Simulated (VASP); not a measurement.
# Ta2N (P-3m1) in VASP: further runs

The runs below take Ta2N through single point, with PBE.

All numbers are computed with VASP 6.6.1; they aren't measurements. Logs are shortened: lines on timing, memory, paths and dates and some standing lists are left out, and cuts for length are marked.

## (1) The cell of the first run

The structure is trigonal, space group P-3m1 (No. 164). Conventional cell: a = 3.113 Å, b = 3.113 Å, c = 4.870 Å, α = 90.00°, β = 90.00°, γ = 120.00°. Within 2.9 Å of Ta (site symmetry 3m) lie 3 N at 2.18 Å. Within 2.9 Å of N (site symmetry -3m) lie 6 Ta at 2.18 Å.

## (2) Single point, PBE

The input, INCAR:

```
SYSTEM = Ta2N
PREC = Accurate ; ENCUT = 520
EDIFF = 1E-6 ; ISMEAR = 0
SIGMA = 0.014 ; LREAL = .False.
LASPH = .True. ; NELM = 60
ALGO = Normal ; ISIF = 2
LWAVE = .False. ; LCHARG = .False.
GGA = PE ; NBANDS = 20
```

The input, KPOINTS:

```
Automatic mesh
0
Gamma
  10 10 6
  0 0 0
```

The input, POSCAR:

```
Ta2N
1.0
    3.1128615060      0.0000000000      0.0000000000
   -1.5564307530      2.6958171426      0.0000000000
    0.0000000000      0.0000000000      4.8698410000
Ta N
2 1
Direct
    0.3333333333      0.6666666667      0.2547110000
    0.6666666667      0.3333333333      0.7452890000
    0.0000000000      0.0000000000      0.0000000000
```

Potentials or basis: VASP PAW PBE potentials, release 64 (Ta_pv, N).

On the command line:

```bash
$ cat potpaw_PBE.64/Ta_pv/POTCAR potpaw_PBE.64/N/POTCAR > POTCAR
$ mpirun -np 1 vasp_std > vasp.out
```

OUTCAR:

```text
SYSTEM = Ta2N
   PREC = Accurate
   ENCUT = 520
   EDIFF = 1E-6
   ISMEAR = 0
   LREAL = .False.
   LASPH = .True.
   NELM = 60
   ISIF = 2
   GGA = PE

 ion  position               nearest neighbor table
   1  0.333  0.667  0.255-   3 2.18   3 2.18   3 2.18   2 2.99   2 2.99   2 2.99   2 3.06   2 3.06
                             2 3.06
   2  0.667  0.333  0.745-   3 2.18   3 2.18   3 2.18   1 2.99   1 2.99   1 2.99   1 3.06   1 3.06
                             1 3.06
   3  0.000  0.000  0.000-   1 2.18   2 2.18   1 2.18   2 2.18   2 2.18   1 2.18

  LATTYP: Found a hexagonal cell.
 ALAT       =     3.1128615060
 C/A-ratio  =     1.5644258476

  Lattice vectors:

 A1 = (   3.1128615060,   0.0000000000,   0.0000000000)
 A2 = (  -1.5564307530,   2.6958171426,   0.0000000000)
 A3 = (   0.0000000000,   0.0000000000,   4.8698410000)

Analysis of symmetry for initial positions (statically):
=====================================================================
 Subroutine PRICEL returns:
 Original cell was already a primitive cell.

 Routine SETGRP: Setting up the symmetry group for a
 hexagonal supercell.

 Subroutine GETGRP returns: Found 12 space group operations
 (whereof 12 operations were pure point group operations)
 out of a pool of 24 trial point group operations.

The static configuration has the point symmetry D_3d.

Analysis of symmetry for dynamics (positions and initial velocities):
=====================================================================
 Subroutine PRICEL returns:
 Original cell was already a primitive cell.

 Routine SETGRP: Setting up the symmetry group for a
 hexagonal supercell.

 Subroutine GETGRP returns: Found 12 space group operations
 (whereof 12 operations were pure point group operations)
 out of a pool of 24 trial point group operations.

The dynamic configuration has the point symmetry D_3d.

 Subroutine INISYM returns: Found 12 space group operations
 (whereof 12 operations are pure point group operations),
 and found     1 'primitive' translations

----------------------------------------------------------------------------------------

                                     Primitive cell

  volume of cell :      40.8663

  direct lattice vectors                    reciprocal lattice vectors
     3.112861506  0.000000000  0.000000000     0.321247829  0.185472520  0.000000000
    -1.556430753  2.695817143  0.000000000     0.000000000  0.370945041  0.000000000
     0.000000000  0.000000000  4.869841000     0.000000000  0.000000000  0.205345513

  length of vectors
     3.112861506  3.112861506  4.869841000     0.370945041  0.370945041  0.205345513

  position of ions in fractional coordinates (direct lattice)
     0.333333333  0.666666667  0.254711000
     0.666666667  0.333333333  0.745289000
     0.000000000  0.000000000  0.000000000

  ion indices of the primitive-cell ions
   primitive index   ion index
                 1           1
                 2           2
                 3           3

----------------------------------------------------------------------------------------

 KPOINTS: Automatic mesh

Automatic generation of k-mesh.
 Grid dimensions read from file:
 generate k-points for:   10   10    6

 Generating k-lattice:

  Cartesian coordinates                     Fractional coordinates (reciprocal lattice)
     0.032124783  0.018547252  0.000000000     0.100000000  0.000000000  0.000000000
     0.000000000  0.037094504  0.000000000     0.000000000  0.100000000  0.000000000
     0.000000000  0.000000000  0.034224252     0.000000000  0.000000000  0.166666667

  Length of vectors
     0.037094504  0.037094504  0.034224252

  Shift w.r.t. Gamma in fractional coordinates (k-lattice)
     0.000000000  0.000000000  0.000000000

 Subroutine IBZKPT returns following result:
 ===========================================

 Found     72 irreducible k-points:

 Following reciprocal coordinates:
            Coordinates               Weight
  0.000000  0.000000  0.000000      1.000000
  0.100000 -0.000000  0.000000      6.000000
  0.200000 -0.000000  0.000000      6.000000
  0.300000 -0.000000  0.000000      6.000000
  0.400000 -0.000000  0.000000      6.000000
  0.500000  0.000000  0.000000      3.000000
[... 16 lines left out ...]
  0.000000  0.400000  0.166667      6.000000
  0.500000  0.000000  0.166667      6.000000
 [... further k-points ...]
   k-points           NKPTS =     72   k-points in BZ     NKDIM =     72   number of bands    NBANDS=     20
   number of dos      NEDOS =    301   number of ions     NIONS =      3
   total plane-waves  NPLWV =  20736
   dimension x,y,z NGX =    24 NGY =   24 NGZ =   36
   dimension x,y,z NGXF=    48 NGYF=   48 NGZF=   72
   ions per type =               2   1
   NGX,Y,Z   is equivalent  to a cutoff of  12.82, 12.82, 12.29 a.u.
   NGXF,Y,Z  is equivalent  to a cutoff of  25.63, 25.63, 24.58 a.u.
 SYSTEM =  Ta2N
   PREC   = accura    normal or accurate (medium, high low for compatibility)
   ISTART =      0    job   : 0-new  1-cont  2-samecut
   ICHARG =      2    charge: 1-file 2-atom 10-const
   ISPIN  =      1    spin polarized calculation?
   LNONCOLLINEAR =      F non collinear calculations
   LSORBIT =      F    spin-orbit coupling
   LASPH  =      T    aspherical Exc in radial PAW
   ENCUT  =  520.0 eV  38.22 Ry    6.18 a.u.   5.79  5.79  9.05*2*pi/ulx,y,z
   NELM   =     60;   NELMIN=  2; NELMDL= -5     # of ELM steps
   EDIFF  = 0.1E-05   stopping-criterion for ELM
   LREAL  =      F    real-space projection
   EDIFFG = 0.1E-04   stopping-criterion for IOM
   NSW    =      0    number of steps for IOM
   IBRION =     -1    ionic relax: 0-MD 1-quasi-New 2-CG
   NFREE  =      0    steps in history (QN), initial steepest desc. (CG)
   ISIF   =      2    stress and relaxation
   ISYM   =      2    0-nonsym 1-usesym 2-fastsym
   POTIM  = 0.5000    time-step for ionic-motion
   TEBEG  =    0.0;   TEEND  =   0.0 temperature during run
   PSTRESS=    0.0 pullay stress
   NELECT =      27.0000    total number of electrons
   NUPDOWN=      -1.0000    fix difference up-down
   EMIN   =  10.00;   EMAX   =-10.00  energy-range for DOS
   EFERMI =   0.00;   METHOD = LEGACY
   ISMEAR =     0;   SIGMA  =   0.01  broadening in eV -4-tet -1-fermi 0-gaus
   EFERMI_NEDOS =   21; number of points for ismear=-14 and -15
   IALGO  =     38    algorithm
   IMIX   =      4    mixing-type and parameters
     AMIX     =   0.40;   BMIX     =  1.00
     AMIX_MAG =   1.60;   BMIX_MAG =  1.00
  volume/ion in A,a.u.               =      13.62        91.93
  Fermi-wavevector in a.u.,A,eV,Ry     =   1.425852  2.694469 27.661374  2.033054
  Thomas-Fermi vector in A             =   2.546192
   LORBIT       =      0    0 simple, 1 ext, 2 COOP (PROOUT), +10 PAW based schemes
   GGA     = PE    functional components
   LHFCALC =     F    Hartree Fock is set to
   AEXX    =    0.0000 exact exchange contribution
   IVDW    =     0    specifies the selected vdW correction
   LEPSILON=     F    determine dielectric tensor
   LRPA    =     F    only Hartree local field effects (RPA)
 non-spin polarized calculation
 Gauss-broadening in eV      SIGMA  =   0.01
  energy-cutoff  :      520.00
  volume of cell :       40.87
 maximum number of plane-waves:      1114
 NGX is ok and might be reduce to    24
   NGX = 11   NGY = 11   NGZ = 19

 number of electron      26.9999996 magnetization

 Free energy of the ion-electron system (eV)
  ---------------------------------------------------
  ext. energy  EPLUGINS =         0.00000000
  ---------------------------------------------------
  free energy    TOTEN  =       -34.37593767 eV

  energy without entropy =      -34.37565446  energy(sigma->0) =      -34.37579606

 E-fermi :   7.4639     XC(G=0): -12.8464

 val. band max:        7.4582047095   @ k =  -0.1000   0.4000   0.1667
 cond. band min:       7.4720044252   @ k =   0.0000   0.3000   0.3333
 fundamental gap:      0.0137997157
 Fermi energy:         7.4638793535

 k-point     1 :       0.0000    0.0000    0.0000
  band No.  band energies     occupation
      1     -28.2223      2.00000
      2     -27.5122      2.00000
      3     -27.5122      2.00000
      4     -27.3869      2.00000
      5     -27.3869      2.00000
      6     -27.2687      2.00000
[... 12 lines left out ...]
     19       8.6218      0.00000
     20      12.3901      0.00000

 k-point     2 :       0.1000   -0.0000    0.0000
  band No.  band energies     occupation
      1     -28.1930      2.00000
      2     -27.5702      2.00000
      3     -27.5331      2.00000
      4     -27.4451      2.00000
      5     -27.3917      2.00000
      6     -27.2802      2.00000
[... 12 lines left out ...]
     19       9.3326      0.00000
     20      12.3728      0.00000

 k-point     3 :       0.2000   -0.0000    0.0000
  band No.  band energies     occupation
      1     -28.1112      2.00000
      2     -27.7227      2.00000
      3     -27.5898      2.00000
      4     -27.5841      2.00000
      5     -27.4075      2.00000
      6     -27.3161      2.00000
[... 12 lines left out ...]
     19      10.9766      0.00000
     20      11.9995      0.00000

 k-point     4 :       0.3000   -0.0000    0.0000
  band No.  band energies     occupation
      1     -28.0009      2.00000
      2     -27.9052      2.00000
      3     -27.7558      2.00000
      4     -27.6426      2.00000
      5     -27.4309      2.00000
      6     -27.3770      2.00000
[... 12 lines left out ...]
     19      11.5992      0.00000
     20      12.6360      0.00000

 k-point     5 :       0.4000   -0.0000    0.0000
  band No.  band energies     occupation
      1     -28.0731      2.00000
      2     -27.8849      2.00000
      3     -27.8610      2.00000
      4     -27.6876      2.00000
      5     -27.4537      2.00000
      6     -27.4517      2.00000
[... 12 lines left out ...]
     19      11.6701      0.00000
     20      12.2992      0.00000
[... 353 lines left out ...]
      6     -27.3929      2.00000
[... 12 lines left out ...]
     19      11.2041      0.00000
     20      12.9342      0.00000

 k-point    22 :       0.4000   -0.0000    0.1667
  band No.  band energies     occupation
      1     -28.0923      2.00000
      2     -27.9580      2.00000
      3     -27.7825      2.00000
      4     -27.6738      2.00000
      5     -27.4660      2.00000
      6     -27.4376      2.00000
[... 12 lines left out ...]
     19      11.9229      0.00000
     20      12.3975      0.00000

 k-point    23 :       0.0000    0.4000    0.1667
  band No.  band energies     occupation
      1     -28.1320      2.00000
      2     -27.9241      2.00000
      3     -27.7622      2.00000
      4     -27.6704      2.00000
      5     -27.4696      2.00000
      6     -27.4510      2.00000
[... 12 lines left out ...]
     19      11.6490      0.00000
     20      13.5555      0.00000

 k-point    24 :       0.5000    0.0000    0.1667
  band No.  band energies     occupation
      1     -28.1611      2.00000
      2     -27.9815      2.00000
      3     -27.7344      2.00000
      4     -27.6883      2.00000
      5     -27.4791      2.00000
      6     -27.4766      2.00000
[... 12 lines left out ...]
     19      11.9916      0.00000
     20      12.8383      0.00000

 [... further k-points ...]
[... 5 lines left out ...]
  --------------------------------------------------------------------------------------
  -------------------------------------------------------------------------------------
  Total       -0.3680607     -0.3680607      0.0567542      0.0000000      0.0000000      0.0000000
  in kB      -14.4299556    -14.4299556      2.2250692      0.0000000      0.0000000      0.0000000
  external PRESSURE =      -8.8782807 kB  Pullay stress =       0.0000000 kB

 VOLUME and BASIS-vectors are now :
 -----------------------------------------------------------------------------
  energy-cutoff  :      520.00
  volume of cell :       40.87
      direct lattice vectors                 reciprocal lattice vectors
     3.112861506  0.000000000  0.000000000     0.321247829  0.185472520  0.000000000
    -1.556430753  2.695817143  0.000000000     0.000000000  0.370945041  0.000000000
     0.000000000  0.000000000  4.869841000     0.000000000  0.000000000  0.205345513

 POSITION                                       TOTAL-FORCE (eV/Angst)
 -----------------------------------------------------------------------------------
     -0.00000      1.79721      1.24040        -0.000000      0.000000      0.060925
      1.55643      0.89861      3.62944        -0.000000     -0.000000     -0.060925
      0.00000      0.00000      0.00000         0.000000      0.000000     -0.000000
 -----------------------------------------------------------------------------------
    total drift:                               -0.000000      0.000000      0.000000

  FREE ENERGIE OF THE ION-ELECTRON SYSTEM (eV)
  ---------------------------------------------------
  free  energy   TOTEN  =       -34.3759376706 eV

  energy  without entropy=      -34.3756544591  energy(sigma->0) =      -34.37579606
```

Wall time 16 s (1 thread of Intel Xeon 6975P-C (Granite Rapids), shared host); peak memory 0.19 GiB.

What came out:

```yaml
Free_energy: -34.3759 eV
Pressure: -0.9 GPa
Largest_force: 0.061 eV/Å
```

Forces in eV/Å, atoms in the order of the input:
```
Ta   0.000  0.000  0.061
Ta   0.000  0.000 -0.061
N    0.000  0.000  0.000
```

Stress tensor (GPa, compression positive):
```
-1.44  0.00  0.00
 0.00 -1.44  0.00
 0.00  0.00  0.22
```

Caveat: spin-orbit coupling is left out, which moves the levels of the heavy elements.

## (3) Single point, PBE

The input, INCAR:

```
PREC = Accurate ; ENCUT = 520
EDIFF = 1E-7 ; ISMEAR = 0
SIGMA = 0.015 ; LREAL = F
LASPH = T ; NELM = 100
ALGO = Normal ; ISIF = 2
LWAVE = F ; LCHARG = F
GGA = PE ; NBANDS = 20
```

The input, KPOINTS:

```
Automatic mesh
0
Gamma
  10 10 6
```

POSCAR is that of step 2.

Potentials or basis: VASP PAW PBE potentials, release 64 (Ta_pv, N).

On the command line:

```bash
$ cat potpaw_PBE.64/Ta_pv/POTCAR potpaw_PBE.64/N/POTCAR > POTCAR
$ mpirun -np 1 vasp_std > vasp.out
```

Wall time 19 s (1 thread of Intel Xeon 6975P-C (Granite Rapids), shared host); peak memory 0.19 GiB.

Results (log left out):

| Property | Result |
| --- | --- |
| Free energy | -34.3760 eV |
| Pressure | -0.9 GPa |
| Largest force | 0.062 eV/Å |

Forces in eV/Å, atoms in the order of the input:
```
Ta   0.000  0.000  0.062
Ta   0.000  0.000 -0.062
N    0.000  0.000  0.000
```

Stress tensor (GPa, compression positive):
```
-1.43  0.00  0.00
 0.00 -1.43  0.00
 0.00  0.00  0.21
```

Levels at points of the mesh, in eV from the Fermi level:
```csv
k point,band 12,band 13,band 14,band 15,band 16,band 17
"(0.00, 0.00, 0.00)",-0.65,-0.23,-0.23,0.28,0.28,0.28
"(0.50, 0.00, 0.00)",-2.62,-1.38,1.76,1.88,3.70,3.97
"(0.00, 0.00, 0.50)",-2.64,-1.11,-1.11,1.78,1.90,2.28
"(0.50, 0.00, 0.50)",-2.16,-2.12,-0.27,0.72,3.27,3.51
```

Caveat: spin-orbit coupling is left out, which moves the levels of the heavy elements.
